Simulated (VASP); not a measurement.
Write the native input for VASP 6.6.1 that does the following.

| Quantity | Value |
| --- | --- |
| Task | single point |
| Functional | PBE |
| Potentials or basis | VASP PAW PBE potentials, release 64 (Na_pv) |
| Cutoff | 500 eV |
| k mesh | 10 × 10 × 5 |
| Occupations | fermi-dirac, width 0.1 eV |
| Spin | non-collinear spin, zero start, spin-orbit coupling |
| Starting moments | [[0.0, 0.0, 0.0], [0.0, 0.0, 0.0]] μB |
| Dipole correction | no |
| Further INCAR settings | ALGO = Normal; EDIFF = 1e-06; NBANDS = 26 |

The structure of Na lies in POSCAR:

```
Na
1.0
    3.7445808201      0.0000000000      0.0000000000
   -1.8722904100      3.2429021167      0.0000000000
    0.0000000000      0.0000000000      6.1144825084
Na
2
Direct
    0.3333333333      0.6666666667      0.2500000000
    0.6666666667      0.3333333333      0.7500000000
```

The input as run:

INCAR

```
ALGO = Normal
EDIFF = 1E-6
ENCUT = 500
GGA = PE
GGA_COMPAT = False
ISIF = 2
ISMEAR = -1
LASPH = True
LCHARG = True
LORBIT = 11
LORBMOM = True
LREAL = False
LSORBIT = True
LVHAR = True
LWAVE = False
MAGMOM = 0 0 0 0 0 0
NBANDS = 26
NELM = 200
PREC = Accurate
SIGMA = 0.1
```

KPOINTS

```
k-points
0
Gamma
  10 10 5
```

Potentials or basis: VASP PAW PBE potentials, release 64 (Na_pv).

Run with:

```sh
$ cat potpaw_PBE.64/Na_pv/POTCAR > POTCAR
$ mpirun -np 1 vasp_ncl > vasp.out
```

Results of the run:

The pressure is -0.1 GPa and the net moment is 0.00 μB per cell. The valence electrons inside the program's atomic spheres are Na 6.06.

It took 110 s on 1 thread of Intel Xeon 6975P-C (shared host), peak memory 0.37 GiB.
